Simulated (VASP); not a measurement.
# CoH4 (P6/mmm) in VASP: notebook

Runs on CoH4. Level: PBE. Tasks: single point.

Program: VASP 6.6.1. These are calculated values, not measurements. Logs are shortened: lines on timing, memory, paths and dates and some standing lists are left out, and cuts for length are marked.

**1. The cell of the first run**

Symmetry: P6/mmm, No. 191, hexagonal system. The conventional cell has a = 3.307 Å, b = 3.307 Å, c = 3.105 Å, α = 90.00°, β = 90.00°, γ = 120.00°. Within 2.1 Å of Co (site symmetry 6/mmm) lie 8 H at 1.55 to 1.65 Å. Within 2.2 Å of H (site symmetry mmm) lie 4 H at 1.65 Å and 2 Co at 1.65 Å. H (site symmetry 6/mmm) has 2 Co at 1.55 Å within 2.1 Å.

**2. Single point, PBE, collinear spin, ferromagnetic start**

Contents of INCAR:

```
SYSTEM = CoH4
ALGO     = Normal         ! electronic algorithm
EDIFF    = 1E-6           ! SCF threshold, eV
ENCUT    = 600            ! plane-wave cutoff, eV
GGA      = PE             ! functional
GGA_COMPAT= .FALSE.      
ISIF     = 2              ! what is computed and relaxed
ISMEAR   = 0              ! smearing method
ISPIN    = 2              ! spin polarisation
LASPH    = .TRUE.         ! aspherical terms in the spheres
LCHARG   = .TRUE.         ! write CHGCAR
LELF     = .TRUE.         ! ELF
LMAXMIX  = 4              ! l up to which the mixer works
LORBIT   = 11             ! projections on sites
LREAL    = .FALSE.        ! projectors in reciprocal space
LVHAR    = .TRUE.       
LWAVE    = .FALSE.        ! write WAVECAR
MAGMOM   = 3 0 0 0 0      ! initial moments
NBANDS   = 18             ! bands
NELM     = 200            ! most SCF steps
PREC     = Accurate       ! precision mode
SIGMA    = 0.15           ! smearing width, eV
```

Contents of KPOINTS:

```
k-points
0
G
  4 4 3
  0 0 0
```

Contents of POSCAR:

```
CoH4
1.0
    3.3068947104      0.0000000026      0.0000000000
   -1.6534473575      2.8638548255      0.0000000000
    0.0000000000      0.0000000000      3.1045514319
Co H
1 4
Direct
    0.0000000000      0.0000000000      0.0000000000
    0.5000000000      0.0000000000      0.0000000000
    0.0000000000      0.5000000000      0.0000000000
    0.5000000000      0.5000000000      0.0000000000
    0.0000000000      0.0000000000      0.5000000000
```

Potentials or basis: VASP PAW PBE potentials, release 64 (Co, H).

Started as:

```sh
$ cat potpaw_PBE.64/Co/POTCAR potpaw_PBE.64/H/POTCAR > POTCAR
$ mpirun -np 1 vasp_std > vasp.out
```

OUTCAR:

```text
SYSTEM = CoH4
   EDIFF = 1E-6
   ENCUT = 600
   GGA = PE
   ISIF = 2
   ISMEAR = 0
   ISPIN = 2
   LASPH = .TRUE.
   LORBIT = 11
   LREAL = .FALSE.
   NELM = 200
   PREC = Accurate

 ion  position               nearest neighbor table
   1  0.000  0.000  0.000-   5 1.55   5 1.55   4 1.65   4 1.65   3 1.65   3 1.65   2 1.65   2 1.65

   2  0.500  0.000  0.000-   1 1.65   1 1.65
   3  0.000  0.500  0.000-   1 1.65   1 1.65
   4  0.500  0.500  0.000-   1 1.65   1 1.65
   5  0.000  0.000  0.500-   1 1.55   1 1.55

  LATTYP: Found a hexagonal cell.
 ALAT       =     3.3068947104
 C/A-ratio  =     0.9388116961

  Lattice vectors:

 A1 = (   3.3068947104,   0.0000000026,   0.0000000000)
 A2 = (  -1.6534473575,   2.8638548255,   0.0000000000)
 A3 = (   0.0000000000,   0.0000000000,   3.1045514319)

Analysis of symmetry for initial positions (statically):
=====================================================================
 Subroutine PRICEL returns:
 Original cell was already a primitive cell.

 Routine SETGRP: Setting up the symmetry group for a
 hexagonal supercell.

 Subroutine GETGRP returns: Found 24 space group operations
 (whereof 24 operations were pure point group operations)
 out of a pool of 24 trial point group operations.

The static configuration has the point symmetry D_6h.

Analysis of symmetry for dynamics (positions and initial velocities):
=====================================================================
 Subroutine PRICEL returns:
 Original cell was already a primitive cell.

 Routine SETGRP: Setting up the symmetry group for a
 hexagonal supercell.

 Subroutine GETGRP returns: Found 24 space group operations
 (whereof 24 operations were pure point group operations)
 out of a pool of 24 trial point group operations.

The dynamic configuration has the point symmetry D_6h.

Analysis of structural, dynamic, and magnetic symmetry:
=====================================================================
 Subroutine PRICEL returns:
 Original cell was already a primitive cell.

 Routine SETGRP: Setting up the symmetry group for a
 hexagonal supercell.

 Subroutine GETGRP returns: Found 24 space group operations
 (whereof 24 operations were pure point group operations)
 out of a pool of 24 trial point group operations.

The overall configuration has the point symmetry D_6h.
[... 118 lines left out ...]
   LRPA    =     F    only Hartree local field effects (RPA)
 spin polarized calculation
 Gauss-broadening in eV      SIGMA  =   0.15
  energy-cutoff  :      600.00
  volume of cell :       29.40
 maximum number of plane-waves:      1008
 NGX is ok and might be reduce to    28
   NGX = 13   NGY = 13   NGZ = 13

 number of electron      13.0000000 magnetization      -0.0051268

 number of electron      13.0000000 magnetization       0.0006790

 Free energy of the ion-electron system (eV)
  ---------------------------------------------------
  ext. energy  EPLUGINS =         0.00000000
  ---------------------------------------------------
  free energy    TOTEN  =       -18.52344047 eV

  energy without entropy =      -18.50384770  energy(sigma->0) =      -18.51364409

 E-fermi :   2.4525     XC(G=0): -10.3163

 val. band max:        2.4132398340   @ k =   0.5000   0.0000   0.0000
 cond. band min:       3.7289332344   @ k =   0.2500   0.2500   0.0000
 fundamental gap:      1.3156934004
 Fermi energy:         2.4524756895

 spin component 1

 k-point     1 :       0.0000    0.0000    0.0000
  band No.  band energies     occupation
      1      -8.0369      1.00000
      2      -2.3739      1.00000
      3      -0.5226      1.00000
      4      -0.5226      1.00000
      5       2.3473      0.83930
      6       2.3473      0.83930
[... 144 lines left out ...]
      4       1.2983      1.00000
      5       1.6784      1.00000
      6       1.7216      1.00000
[... 10 lines left out ...]
     17      26.6524      0.00000
     18      27.3196      0.00000
 Fermi energy:         2.4524756895

 spin component 2

 k-point     1 :       0.0000    0.0000    0.0000
  band No.  band energies     occupation
      1      -8.0370      1.00000
      2      -2.3736      1.00000
      3      -0.5222      1.00000
      4      -0.5222      1.00000
      5       2.3480      0.83763
      6       2.3480      0.83763
[... 145 lines left out ...]
      5       1.6789      1.00000
      6       1.7223      1.00000
[... 10 lines left out ...]
     17      26.6525      0.00000
     18      27.3196      0.00000

------------------------ aborting loop because EDIFF is reached ----------------------------------------

  FORCE on cell =-STRESS in cart. coord.  units (eV):
  Direction    XX          YY          ZZ          XY          YZ          ZX
  --------------------------------------------------------------------------------------
  -------------------------------------------------------------------------------------
  Total       -0.0212426     -0.0212426     -0.0478562      0.0000000     -0.0000000     -0.0000000
  in kB       -1.1575742     -1.1575742     -2.6078233      0.0000000     -0.0000000     -0.0000000
  external PRESSURE =      -1.6409906 kB  Pullay stress =       0.0000000 kB

 VOLUME and BASIS-vectors are now :
 -----------------------------------------------------------------------------
  energy-cutoff  :      600.00
  volume of cell :       29.40
      direct lattice vectors                 reciprocal lattice vectors
     3.306894710  0.000000003  0.000000000     0.302398500  0.174589856  0.000000000
    -1.653447357  2.863854825  0.000000000    -0.000000000  0.349179711  0.000000000
     0.000000000  0.000000000  3.104551432     0.000000000  0.000000000  0.322107725

 POSITION                                       TOTAL-FORCE (eV/Angst)
 -----------------------------------------------------------------------------------
      0.00000      0.00000      0.00000        -0.000000      0.000000      0.000000
      1.65345      0.00000      0.00000         0.000000      0.000000      0.000000
     -0.82672      1.43193      0.00000         0.000000      0.000000      0.000000
      0.82672      1.43193      0.00000        -0.000000      0.000000      0.000000
      0.00000      0.00000      1.55228        -0.000000      0.000000      0.000000
 -----------------------------------------------------------------------------------
    total drift:                               -0.000000     -0.000000     -0.000000

  FREE ENERGIE OF THE ION-ELECTRON SYSTEM (eV)
  ---------------------------------------------------
  free  energy   TOTEN  =       -18.5234404699 eV

  energy  without entropy=      -18.5038477026  energy(sigma->0) =      -18.51364409

 total charge

# of ion       s       p       d       tot
------------------------------------------
    1        0.511   0.559   7.536   8.605
    2        0.489   0.025   0.000   0.514
    3        0.489   0.025   0.000   0.514
    4        0.489   0.025   0.000   0.514
    5        0.574   0.017   0.000   0.592
--------------------------------------------------
tot          2.553   0.650   7.536  10.740

 magnetization (x)

# of ion       s       p       d       tot
------------------------------------------
    1        0.000  -0.000   0.001   0.001
    2       -0.000   0.000   0.000  -0.000
    3       -0.000   0.000   0.000  -0.000
    4       -0.000   0.000   0.000  -0.000
    5       -0.000  -0.000   0.000  -0.000
--------------------------------------------------
tot         -0.000  -0.000   0.001   0.001
```

OSZICAR:

```text
N       E                     dE             d eps       ncg     rms          rms(c)
DAV:   1     0.486848376399E+02    0.48685E+02   -0.58768E+03   576   0.853E+02
DAV:   2    -0.170066944509E+02   -0.65692E+02   -0.58137E+02   638   0.178E+02
[... 13 lines left out ...]
DAV:  16    -0.185234243269E+02   -0.55928E-05   -0.63126E-06   796   0.222E-02    0.177E-02
DAV:  17    -0.185234317730E+02   -0.74460E-05   -0.11887E-05   682   0.353E-02    0.138E-02
DAV:  18    -0.185234367014E+02   -0.49285E-05   -0.11571E-05   716   0.338E-02    0.854E-03
DAV:  19    -0.185234389296E+02   -0.22282E-05   -0.57448E-06   468   0.233E-02    0.580E-03
DAV:  20    -0.185234403372E+02   -0.14076E-05   -0.93322E-06   736   0.299E-02    0.150E-03
DAV:  21    -0.185234404699E+02   -0.13264E-06   -0.10669E-06   300   0.863E-03
   1 F= -.18523440E+02 E0= -.18513644E+02  d E =-.195928E-01  mag=     0.0004
```

Wall time 48 s (1 thread of Intel Xeon 8259CL, shared host); peak memory 0.17 GiB.

Results:

```yaml
Free_energy: -18.5234 eV
Pressure: -0.2 GPa
Net_moment: 0.00 μB per cell
Valence_electrons_inside_the_program's_atomic_spheres: Co 8.61; H 0.51, 0.59
```

Caveat: the k points lie up to 0.67 Å⁻¹ apart; the starting moments collapsed, and a magnetic state may lie lower.

**3. Single point, PBE, collinear spin, ferromagnetic start**

Contents of INCAR:

```
  ALGO = Normal
  EDIFF = 1E-6
  ENCUT = 600
  GGA = PE
  GGA_COMPAT = F
  ISIF = 2
  ISMEAR = 0
  ISPIN = 2
  LASPH = T
  LCHARG = F
  LMAXMIX = 4
  LORBIT = 11
  LREAL = F
  LWAVE = F
  MAGMOM = 3 0 0 0 0
  NBANDS = 18
  NELM = 200
  PREC = Accurate
  SIGMA = 0.15
```

Contents of KPOINTS:

```
k-points
0
Gamma
  4 4 3
```

Contents of POSCAR:

```
CoH4
1.0
    3.3048897791      0.0000000030      0.0000000000
   -1.6524448922      2.8621185039      0.0000000000
    0.0000000000      0.0000000000      3.1060489622
Co H
1 4
Direct
    0.0000000000      0.0000000000      0.5000000000
    0.5000000000      0.0000000000      0.5000000000
    0.0000000000      0.5000000000      0.5000000000
    0.5000000000      0.5000000000      0.5000000000
    0.0000000000      0.0000000000      0.0000000000
```

Potentials or basis: VASP PAW PBE potentials, release 64 (Co, H).

Started as:

```sh
$ cat potpaw_PBE.64/Co/POTCAR potpaw_PBE.64/H/POTCAR > POTCAR
$ mpirun -np 1 vasp_std > vasp.out
```

OUTCAR:

```text
EDIFF = 1E-6
   ENCUT = 600
   GGA = PE
   ISIF = 2
   ISMEAR = 0
   ISPIN = 2
   LASPH = T
   LORBIT = 11
   LREAL = F
   NELM = 200
   PREC = Accurate

 ion  position               nearest neighbor table
   1  0.000  0.000  0.500-   5 1.55   5 1.55   4 1.65   4 1.65   2 1.65   2 1.65   3 1.65   3 1.65

   2  0.500  0.000  0.500-   1 1.65   1 1.65
   3  0.000  0.500  0.500-   1 1.65   1 1.65
   4  0.500  0.500  0.500-   1 1.65   1 1.65
   5  0.000  0.000  0.000-   1 1.55   1 1.55

  LATTYP: Found a hexagonal cell.
 ALAT       =     3.3048897791
 C/A-ratio  =     0.9398343575

  Lattice vectors:

 A1 = (   3.3048897791,   0.0000000030,   0.0000000000)
 A2 = (  -1.6524448922,   2.8621185039,   0.0000000000)
 A3 = (   0.0000000000,   0.0000000000,   3.1060489622)

Analysis of symmetry for initial positions (statically):
[... 530 lines left out ...]
  Direction    XX          YY          ZZ          XY          YZ          ZX
  --------------------------------------------------------------------------------------
  -------------------------------------------------------------------------------------
  Total        0.0173796      0.0173796     -0.0696254     -0.0000000      0.0000000      0.0000000
  in kB        0.9477558      0.9477558     -3.7968665     -0.0000000      0.0000000      0.0000000
  external PRESSURE =      -0.6337850 kB  Pullay stress =       0.0000000 kB

 VOLUME and BASIS-vectors are now :
 -----------------------------------------------------------------------------
  energy-cutoff  :      600.00
  volume of cell :       29.38
      direct lattice vectors                 reciprocal lattice vectors
     3.304889779  0.000000003  0.000000000     0.302581952  0.174695772  0.000000000
    -1.652444892  2.862118504  0.000000000    -0.000000000  0.349391543  0.000000000
     0.000000000  0.000000000  3.106048962     0.000000000  0.000000000  0.321952426

 POSITION                                       TOTAL-FORCE (eV/Angst)
 -----------------------------------------------------------------------------------
      0.00000      0.00000      1.55302        -0.000000      0.000000      0.000000
      1.65244      0.00000      1.55302         0.000000      0.000000      0.000000
     -0.82622      1.43106      1.55302        -0.000000      0.000000      0.000000
      0.82622      1.43106      1.55302        -0.000000      0.000000      0.000000
      0.00000      0.00000      0.00000        -0.000000      0.000000      0.000000
 -----------------------------------------------------------------------------------
    total drift:                               -0.000000     -0.000000      0.000000

  FREE ENERGIE OF THE ION-ELECTRON SYSTEM (eV)
  ---------------------------------------------------
  free  energy   TOTEN  =       -18.5233738488 eV

  energy  without entropy=      -18.5038406026  energy(sigma->0) =      -18.51360723

 total charge

# of ion       s       p       d       tot
------------------------------------------
    1        0.511   0.559   7.537   8.607
    2        0.490   0.025   0.000   0.515
    3        0.490   0.025   0.000   0.515
    4        0.490   0.025   0.000   0.515
    5        0.574   0.017   0.000   0.591
--------------------------------------------------
tot          2.554   0.651   7.537  10.742

 magnetization (x)

# of ion       s       p       d       tot
------------------------------------------
    1        0.000  -0.000   0.001   0.001
    2       -0.000   0.000   0.000  -0.000
    3       -0.000   0.000   0.000  -0.000
    4       -0.000   0.000   0.000  -0.000
    5       -0.000  -0.000   0.000  -0.000
--------------------------------------------------
tot         -0.000  -0.000   0.001   0.001
```

It took 49 s on 1 thread of Intel Xeon 8259CL, shared host; peak memory 0.17 GiB.

What came out:

* Free energy: -18.5234 eV
* Pressure: -0.1 GPa
* Net moment: 0.00 μB per cell
* Valence electrons inside the program's atomic spheres: Co 8.61; H 0.52, 0.59

Stress tensor (GPa, compression positive):
```
 0.09  0.00  0.00
 0.00  0.09  0.00
 0.00  0.00 -0.38
```

Levels at points of the mesh, in eV from the Fermi level:
Spin up:
```
           k point  band 2  band 3  band 4  band 5  band 6  band 7  band 8  band 9  band 10  band 11
(0.00, 0.00, 0.00)   -4.83   -2.98   -2.98   -0.11   -0.11    6.72    7.53    7.53     8.77    10.69
(0.50, 0.00, 0.00)   -6.33   -4.47   -0.68   -0.50   -0.19   -0.04    1.63    6.44    11.57    13.00
```
Spin down:
| k point | band 4 | band 5 | band 6 | band 7 | band 8 | band 9 |
| --- | --- | --- | --- | --- | --- | --- |
| (0.00, 0.00, 0.00) | -2.98 | -0.11 | -0.11 | 6.72 | 7.53 | 7.53 |
| (0.50, 0.00, 0.00) | -0.68 | -0.50 | -0.19 | -0.04 | 1.63 | 6.44 |

Caveat: the k points lie up to 0.67 Å⁻¹ apart; the starting moments collapsed, and a magnetic state may lie lower.
